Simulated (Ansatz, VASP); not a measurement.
RbBr: VASP beside Ansatz

The input POSCAR:

```
RbBr
1.0
    0.0000000000      3.4270000000      3.4270000000
    3.4270000000      0.0000000000      3.4270000000
    3.4270000000      3.4270000000      0.0000000000
Rb Br
1 1
Direct
    0.0000000000      0.0000000000      0.0000000000
    0.5000000000      0.5000000000      0.5000000000
```

File INCAR.step1:

```
ALGO     = Normal         # electronic algorithm
EDIFF    = 1E-5           # SCF threshold, eV
EDIFFG   = -0.005         # ionic threshold
ENCUT    = 550            # plane-wave cutoff, eV
GGA      = PE             # functional
GGA_COMPAT= False        
IBRION   = 2              # ionic algorithm
ISIF     = 3              # what is computed and relaxed
ISMEAR   = 0              # smearing method
LASPH    = True           # aspherical terms in the spheres
LCHARG   = False          # write CHGCAR
LREAL    = False          # projectors in reciprocal space
LWAVE    = True           # write WAVECAR
NELM     = 120            # most SCF steps
NELMIN   = 4            
NSW      = 100            # ionic steps
PREC     = Accurate       # precision mode
SIGMA    = 0.01           # smearing width, eV
```

Contents of INCAR.step2:

```
ALGO     = Normal         # electronic algorithm
EDIFF    = 1E-7           # SCF threshold, eV
EDIFFG   = -0.01          # ionic threshold
ENCUT    = 550            # plane-wave cutoff, eV
GGA_COMPAT= False        
IBRION   = 2              # ionic algorithm
ISIF     = 3              # what is computed and relaxed
ISMEAR   = 0              # smearing method
ISTART   = 1            
IVDW     = 13             # dispersion correction
LASPH    = True           # aspherical terms in the spheres
LCHARG   = False          # write CHGCAR
LMIXTAU  = True         
LREAL    = False          # projectors in reciprocal space
LWAVE    = False          # write WAVECAR
METAGGA  = R2SCAN         # meta-GGA
NELM     = 120            # most SCF steps
NELMIN   = 4            
NSW      = 80             # ionic steps
PREC     = Accurate       # precision mode
SIGMA    = 0.01           # smearing width, eV
VDW_A1   = 0.51559235   
VDW_A2   = 5.77342911   
VDW_S6   = 1.0          
VDW_S8   = 0.6018749
```

KPOINTS

```
k-points
0
Gamma
  4 4 4
```

Input for Ansatz:

```yaml
crystal:
  lattice:
    bravais: fcc
    a: 6.854
  space_group: 225
  atoms:
    - { symbol: Rb, position: [0.0, 0.0, 0.0] }
    - { symbol: Br, position: [0.5, 0.0, 0.0] }
  reduce_to_primitive: true
kpoints:
  mp_grid:
    grid: [4, 4, 4]
hamiltonian:
  xc: r2scan
  dispersion: d4
scf:
  convergence:
    dr2_threshold: 1.0e-07
  occupations:
    method: fixed
relax:
  cell: {}
```

Alike in both runs: task relaxation of cell and atoms; functional r2SCAN; dispersion D4; k mesh 4 × 4 × 4; no spin polarisation.

```csv
,VASP,Ansatz
version,VASP 6.6.1,Ansatz 0.2.0
potentials or method,"VASP PAW PBE potentials, release 64 (Rb_sv, Br)","plane waves, PAW"
plane-wave cutoff (eV),550,500
occupations,"gaussian, width 0.01 eV",fixed
valence electrons in the cell,16,16
```

|  | VASP | Ansatz | Ansatz less VASP |
| --- | --- | --- | --- |
| relaxed volume (Å³/atom) | 41.05 | 40.99 | -0.052 |
| relaxed cell length with the largest relative difference (Å) | 4.878 | 4.876 | -0.0021 |

VASP's potentials were made for PBE, not for r2SCAN. Ansatz's warnings: stress scf threshold loose.
